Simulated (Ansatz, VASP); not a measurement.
One calculation of Ti, two programs

```xyz
1
Lattice="-1.5754 1.5754 1.7066 1.5754 -1.5754 1.7066 1.5754 1.5754 -1.7066" Properties=species:S:1:pos:R:3 pbc="T T T"
Ti    0.0000    0.0000    0.0000
```

Change from the starting cell: strain -0.040 along x and y, +0.040 along z, atoms carried along.

Alike in both runs: task single point; functional r2SCAN; k mesh 20 × 20 × 20; occupations gaussian, width 0.15 eV; no spin polarisation.

|  | VASP | Ansatz |
| --- | --- | --- |
| version | VASP 6.6.1 | Ansatz 0.2.0 |
| potentials or method | VASP PAW PBE potentials, release 64 (Ti_sv), cutoff 520 eV | scalar-relativistic, plane waves, PAW |
| valence electrons in the cell | 12 | 12 |

Ansatz gave:

| Property | Result |
| --- | --- |
| gap on the k mesh at the Fermi level (eV) | none |
| pressure (GPa) | 2.0 |
| traceless stress, the component that is largest in VASP (GPa) | 1.64 |

**Question.** Which values does VASP return?

**Answer.** gap on the k mesh at the Fermi level (eV): none; pressure (GPa): 2.5; traceless stress, the component that is largest in VASP (GPa): 1.67.

VASP's potentials were made for PBE, not for r2SCAN. A gap of «none» marks a metal or a gap that the smearing closes.
